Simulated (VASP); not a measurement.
# Ga8Sb3P5 (R3m) in VASP: single point with PBEsol

Aim: the single point of Ga8Sb3P5 with PBEsol.

All numbers are computed with VASP 6.6.1; they aren't measurements. Logs are shortened: lines on timing, memory, paths and dates and some standing lists are left out, and cuts for length are marked.

### Step 1. The cell of the first run

The structure is trigonal, space group R3m (No. 160). The conventional cell has a = 8.049 Å, b = 8.049 Å, c = 19.776 Å, α = 90.00°, β = 90.00°, γ = 120.00°. Within 3.1 Å of Ga (site symmetry 3m) lie 1 P at 2.32 Å and 3 Sb at 2.53 Å. Ga (site symmetry m) has 2 P at 2.37 Å and 2 Sb at 2.57 Å within 3.1 Å. Ga (site symmetry m) has 3 P at 2.42 to 2.43 Å and 1 Sb at 2.60 Å within 3.2 Å. Ga (site symmetry 3m) has 4 P at 2.47 to 2.49 Å within 3.3 Å. Sb (site symmetry m) has 4 Ga at 2.53 to 2.60 Å within 3.3 Å. P (site symmetry 3m) has 4 Ga at 2.37 to 2.49 Å within 3.1 Å. Within 3.1 Å of P (site symmetry 3m) lie 4 Ga at 2.32 to 2.43 Å. P (site symmetry m) has 4 Ga at 2.37 to 2.47 Å within 3.1 Å.

### Step 2. Single point, PBEsol

INCAR

```
SYSTEM = Ga8Sb3P5
PREC = Accurate
ENCUT = 500
EDIFF = 1E-6
ISMEAR = 0
SIGMA = 0.1
LREAL = .False.
LASPH = .True.
NELM = 120
ALGO = Normal
ISIF = 2
LWAVE = .False.
LCHARG = .False.
GGA = PS
NBANDS = 86
GGA_COMPAT = .False.
```

KPOINTS

```
regular mesh
0
Gamma
  6 6 6
  0 0 0
```

POSCAR

```
Ga8Sb3P5
1.0
   -0.0116325346      5.7030448274      5.7030448274
    5.6914122928      0.0000000000      5.6914122928
    5.6914122928      5.6914122928      0.0000000000
Ga Sb P
8 3 5
Direct
   -0.0262450077      0.0087483359      0.0087483359
   -0.0143341179     -0.0147802760      0.5145571970
   -0.0143341179      0.5145571970     -0.0147802760
   -0.0143341179      0.5145571970      0.5145571970
    0.5201666395     -0.0076811615     -0.0076811615
    0.5201666395     -0.0076811615      0.4951956834
    0.5201666395      0.4951956834     -0.0076811615
    0.5038547464      0.4987150845      0.4987150845
    0.1259454681      0.1248462994      0.1248462994
    0.1259454681      0.1248462994      0.6243619332
    0.1259454681      0.6243619332      0.1248462994
    0.1253737269      0.6248754244      0.6248754244
    0.6213832325      0.1262055892      0.1262055892
    0.6267664442      0.1230338486      0.6250998536
    0.6267664442      0.6250998536      0.1230338486
    0.6267664442      0.6250998536      0.6250998536
```

Potentials or basis: VASP PAW PBE potentials, release 64 (Ga_d, Sb, P).

Command:

```
$ cat potpaw_PBE.64/Ga_d/POTCAR potpaw_PBE.64/Sb/POTCAR potpaw_PBE.64/P/POTCAR > POTCAR
$ mpirun -np 1 vasp_std > vasp.out
```

OUTCAR:

```text
SYSTEM = Ga8Sb3P5
   PREC = Accurate
   ENCUT = 500
   EDIFF = 1E-6
   ISMEAR = 0
   LREAL = .False.
   LASPH = .True.
   NELM = 120
   ISIF = 2
   GGA = PS

 ion  position               nearest neighbor table
   1  0.974  0.009  0.009-  13 2.32  11 2.53  10 2.53   9 2.53
   2  0.986  0.985  0.515-  14 2.37  12 2.37  10 2.57   9 2.57
   3  0.986  0.515  0.985-  15 2.37  12 2.37  11 2.57   9 2.57
   4  0.986  0.515  0.515-  16 2.37  12 2.37  10 2.57  11 2.57
   5  0.520  0.992  0.992-  14 2.42  15 2.42  13 2.43   9 2.60
   6  0.520  0.992  0.495-  16 2.42  14 2.42  13 2.43  10 2.60
[... 8 lines left out ...]
  15  0.627  0.625  0.123-   3 2.37   5 2.42   7 2.42   8 2.47
  16  0.627  0.625  0.625-   4 2.37   6 2.42   7 2.42   8 2.47

  LATTYP: Found a trigonal (rhomboedric) cell.
 ALAT       =     8.0653317305
 COS(alpha) =     0.5020386616

  Lattice vectors:

 A1 = (  -5.7030448274,   5.7030448274,   0.0116325346)
 A2 = (  -5.7030448274,   0.0116325346,   5.7030448274)
 A3 = (  -0.0116325346,   5.7030448274,   5.7030448274)

Analysis of symmetry for initial positions (statically):
=====================================================================
 Subroutine PRICEL returns:
 Original cell was already a primitive cell.

 Routine SETGRP: Setting up the symmetry group for a
 trigonal (rhombohedral) supercell.

 Subroutine GETGRP returns: Found  6 space group operations
 (whereof  6 operations were pure point group operations)
 out of a pool of 12 trial point group operations.

The static configuration has the point symmetry C_3v.

Analysis of symmetry for dynamics (positions and initial velocities):
=====================================================================
 Subroutine PRICEL returns:
 Original cell was already a primitive cell.

 Routine SETGRP: Setting up the symmetry group for a
 trigonal (rhombohedral) supercell.

 Subroutine GETGRP returns: Found  6 space group operations
 (whereof  6 operations were pure point group operations)
 out of a pool of 12 trial point group operations.

The dynamic configuration has the point symmetry C_3v.

 Subroutine INISYM returns: Found  6 space group operations
 (whereof  6 operations are pure point group operations),
 and found     1 'primitive' translations

----------------------------------------------------------------------------------------

                                     Primitive cell

  volume of cell :     369.8448

  direct lattice vectors                    reciprocal lattice vectors
    -0.011632535  5.703044827  5.703044827    -0.087583143  0.087583143  0.087583143
     5.691412293  0.000000000  5.691412293     0.087762152 -0.087762152  0.087941161
     5.691412293  5.691412293  0.000000000     0.087762152  0.087941161 -0.087762152

  length of vectors
     8.065331730  8.048872454  8.048872454     0.151698454  0.152111928  0.152111928

  position of ions in fractional coordinates (direct lattice)
     0.973754992  0.008748336  0.008748336
     0.985665882  0.985219724  0.514557197
     0.985665882  0.514557197  0.985219724
     0.985665882  0.514557197  0.514557197
     0.520166639  0.992318838  0.992318838
     0.520166639  0.992318838  0.495195683
[... 8 lines left out ...]
     0.626766444  0.625099854  0.123033849
     0.626766444  0.625099854  0.625099854

  ion indices of the primitive-cell ions
   primitive index   ion index
                 1           1
                 2           2
                 3           3
                 4           4
                 5           5
                 6           6
[... 8 lines left out ...]
                15          15
                16          16

----------------------------------------------------------------------------------------

 KPOINTS: regular mesh

Automatic generation of k-mesh.
 Grid dimensions read from file:
 generate k-points for:    6    6    6

 Generating k-lattice:

  Cartesian coordinates                     Fractional coordinates (reciprocal lattice)
    -0.014597191  0.014597191  0.014597191     0.166666667  0.000000000  0.000000000
     0.014627025 -0.014627025  0.014656860     0.000000000  0.166666667  0.000000000
     0.014627025  0.014656860 -0.014627025     0.000000000  0.000000000  0.166666667

  Length of vectors
     0.025283076  0.025351988  0.025351988

  Shift w.r.t. Gamma in fractional coordinates (k-lattice)
     0.000000000  0.000000000  0.000000000

 Subroutine IBZKPT returns following result:
 ===========================================

 Found     32 irreducible k-points:

 Following reciprocal coordinates:
            Coordinates               Weight
  0.000000  0.000000  0.000000      1.000000
  0.166667  0.000000  0.000000      2.000000
  0.333333  0.000000  0.000000      2.000000
  0.500000  0.000000  0.000000      1.000000
  0.000000  0.166667  0.000000      6.000000
  0.166667  0.166667  0.000000      6.000000
[... 16 lines left out ...]
  0.500000  0.333333  0.166667     12.000000
 -0.333333  0.333333  0.166667      6.000000
 [... further k-points ...]
   k-points           NKPTS =     32   k-points in BZ     NKDIM =     32   number of bands    NBANDS=     86
   number of dos      NEDOS =    301   number of ions     NIONS =     16
   total plane-waves  NPLWV = 216000
   dimension x,y,z NGX =    60 NGY =   60 NGZ =   60
   dimension x,y,z NGXF=   120 NGYF=  120 NGZF=  120
   ions per type =               8   3   5
   NGX,Y,Z   is equivalent  to a cutoff of  12.37, 12.39, 12.39 a.u.
   NGXF,Y,Z  is equivalent  to a cutoff of  24.73, 24.79, 24.79 a.u.
 SYSTEM =  Ga8Sb3P5
   PREC   = accura    normal or accurate (medium, high low for compatibility)
   ISTART =      0    job   : 0-new  1-cont  2-samecut
   ICHARG =      2    charge: 1-file 2-atom 10-const
   ISPIN  =      1    spin polarized calculation?
   LNONCOLLINEAR =      F non collinear calculations
   LSORBIT =      F    spin-orbit coupling
   LASPH  =      T    aspherical Exc in radial PAW
   ENCUT  =  500.0 eV  36.75 Ry    6.06 a.u.  14.70 14.67 14.67*2*pi/ulx,y,z
   NELM   =    120;   NELMIN=  2; NELMDL= -5     # of ELM steps
   EDIFF  = 0.1E-05   stopping-criterion for ELM
   LREAL  =      F    real-space projection
[... 7 lines left out ...]
   TEBEG  =    0.0;   TEEND  =   0.0 temperature during run
   PSTRESS=    0.0 pullay stress
   NELECT =     144.0000    total number of electrons
   NUPDOWN=      -1.0000    fix difference up-down
   EMIN   =  10.00;   EMAX   =-10.00  energy-range for DOS
   EFERMI =   0.00;   METHOD = LEGACY
   ISMEAR =     0;   SIGMA  =   0.10  broadening in eV -4-tet -1-fermi 0-gaus
   EFERMI_NEDOS =   21; number of points for ismear=-14 and -15
   IALGO  =     38    algorithm
   IMIX   =      4    mixing-type and parameters
     AMIX     =   0.40;   BMIX     =  1.00
     AMIX_MAG =   1.60;   BMIX_MAG =  1.00
  volume/ion in A,a.u.               =      23.12       155.99
  Fermi-wavevector in a.u.,A,eV,Ry     =   1.195425  2.259026 19.443295  1.429042
  Thomas-Fermi vector in A             =   2.331391
   LORBIT       =      0    0 simple, 1 ext, 2 COOP (PROOUT), +10 PAW based schemes
   GGA     = PS    functional components
   LHFCALC =     F    Hartree Fock is set to
   AEXX    =    0.0000 exact exchange contribution
   IVDW    =     0    specifies the selected vdW correction
   LEPSILON=     F    determine dielectric tensor
   LRPA    =     F    only Hartree local field effects (RPA)
 non-spin polarized calculation
 Gauss-broadening in eV      SIGMA  =   0.10
  energy-cutoff  :      500.00
  volume of cell :      369.84
 maximum number of plane-waves:      9421
   NGX = 29   NGY = 29   NGZ = 29

 number of electron     143.9999994 magnetization

 Free energy of the ion-electron system (eV)
  ---------------------------------------------------
  ext. energy  EPLUGINS =         0.00000000
  ---------------------------------------------------
  free energy    TOTEN  =       -72.80817224 eV

  energy without entropy =      -72.80713196  energy(sigma->0) =      -72.80765210

 E-fermi :   5.2229     XC(G=0):  -9.7446

 val. band max:        5.2055296097   @ k =   0.0000   0.0000   0.0000
 cond. band min:       5.3626199783   @ k =   0.0000   0.0000   0.0000
 fundamental gap:      0.1570903686
 Fermi energy:         5.2229142396

 k-point     1 :       0.0000    0.0000    0.0000
  band No.  band energies     occupation
      1     -10.3556      2.00000
      2     -10.3556      2.00000
      3     -10.3488      2.00000
      4     -10.2846      2.00000
      5     -10.2846      2.00000
      6     -10.1872      2.00000
[... 76 lines left out ...]
     83       6.8559      0.00000
     84       8.0905      0.00000

 k-point     2 :       0.1667    0.0000    0.0000
  band No.  band energies     occupation
      1     -10.3553      2.00000
      2     -10.3553      2.00000
      3     -10.3486      2.00000
      4     -10.2845      2.00000
      5     -10.2845      2.00000
      6     -10.1869      2.00000
[... 1903 lines left out ...]
     83       8.3855      0.00000
     84       8.6341      0.00000

 k-point    24 :      -0.3333    0.3333    0.1667
  band No.  band energies     occupation
      1     -10.3539      2.00000
      2     -10.3532      2.00000
      3     -10.3473      2.00000
      4     -10.2841      2.00000
      5     -10.2840      2.00000
      6     -10.1820      2.00000
[... 76 lines left out ...]
     83       8.5977      0.00000
     84       8.6996      0.00000

 [... further k-points ...]

 [bands above 84 left out]

------------------------ aborting loop because EDIFF is reached ----------------------------------------

  FORCE on cell =-STRESS in cart. coord.  units (eV):
  Direction    XX          YY          ZZ          XY          YZ          ZX
  --------------------------------------------------------------------------------------
  -------------------------------------------------------------------------------------
  Total        0.0664176      0.0664176      0.0664176     -0.0016952      0.0016952     -0.0016952
  in kB        0.2877228      0.2877228      0.2877228     -0.0073435      0.0073435     -0.0073435
  external PRESSURE =       0.2877228 kB  Pullay stress =       0.0000000 kB

 VOLUME and BASIS-vectors are now :
 -----------------------------------------------------------------------------
  energy-cutoff  :      500.00
  volume of cell :      369.84
      direct lattice vectors                 reciprocal lattice vectors
    -0.011632535  5.703044827  5.703044827    -0.087583143  0.087583143  0.087583143
     5.691412293  0.000000000  5.691412293     0.087762152 -0.087762152  0.087941161
     5.691412293  5.691412293  0.000000000     0.087762152  0.087941161 -0.087762152

 POSITION                                       TOTAL-FORCE (eV/Angst)
 -----------------------------------------------------------------------------------
      0.08825      5.60316      5.60316         0.017203     -0.017203     -0.017203
      8.52438      8.54985     11.22859        -0.000701      0.000701     -0.014934
      8.52438     11.22859      8.54985        -0.000701     -0.014934      0.000701
      5.84565      8.54985      8.54985         0.014934      0.000701      0.000701
     11.28934      8.61423      8.61423        -0.009907      0.007630      0.007630
      8.46001      5.78490      8.61423        -0.007630      0.009907      0.007630
[... 8 lines left out ...]
      4.25065      4.27471      7.13218        -0.002755     -0.001703      0.002755
      7.10811      7.13218      7.13218         0.001703      0.002755      0.002755
 -----------------------------------------------------------------------------------
    total drift:                               -0.001849      0.001853      0.001853

  FREE ENERGIE OF THE ION-ELECTRON SYSTEM (eV)
  ---------------------------------------------------
  free  energy   TOTEN  =       -72.8081722440 eV

  energy  without entropy=      -72.8071319596  energy(sigma->0) =      -72.80765210
```

Run time: 14 min. Hardware: 1 thread of Intel Xeon 6975P-C (Granite Rapids), shared host; peak memory 0.92 GiB.

What came out:

- Free energy: -72.8082 eV
- Pressure: 0.0 GPa
- Largest force: 0.030 eV/Å
- Band gap on the k mesh: zero (filled and empty bands touch)

Forces on the atoms (eV/Å):
```
Ga   0.017 -0.017 -0.017
Ga  -0.001  0.001 -0.015
Ga  -0.001 -0.015  0.001
Ga   0.015  0.001  0.001
Ga  -0.010  0.008  0.008
Ga  -0.008  0.010  0.008
Ga  -0.008  0.008  0.010
Ga  -0.002  0.002  0.002
Sb   0.002  0.001  0.001
Sb  -0.001 -0.002  0.001
Sb  -0.001  0.001 -0.002
P    0.005 -0.005 -0.005
P   -0.006  0.006  0.006
P   -0.003  0.003 -0.002
P   -0.003 -0.002  0.003
P    0.002  0.003  0.003
```

Levels at points of the mesh, in eV from the Fermi level:
```
           k point  band 70  band 71  band 72  band 73  band 74  band 75
(0.00, 0.00, 0.00)    -0.50    -0.27    -0.02    -0.02     0.14     0.47
(0.50, 0.00, 0.00)    -1.78    -0.41    -0.41     0.33     1.10     1.12
(0.00, 0.50, 0.00)    -1.23    -1.03    -0.61     0.57     0.94     1.29
(0.50, 0.50, 0.00)    -1.70    -1.53    -0.98     1.03     1.19     1.68
```

Caveat: semilocal functionals underestimate gaps, so a narrow gap can read as zero; the PAW data sets were made with another functional, which shifts forces and pressure a little; spin-orbit coupling is left out, which moves the levels of the heavy elements.
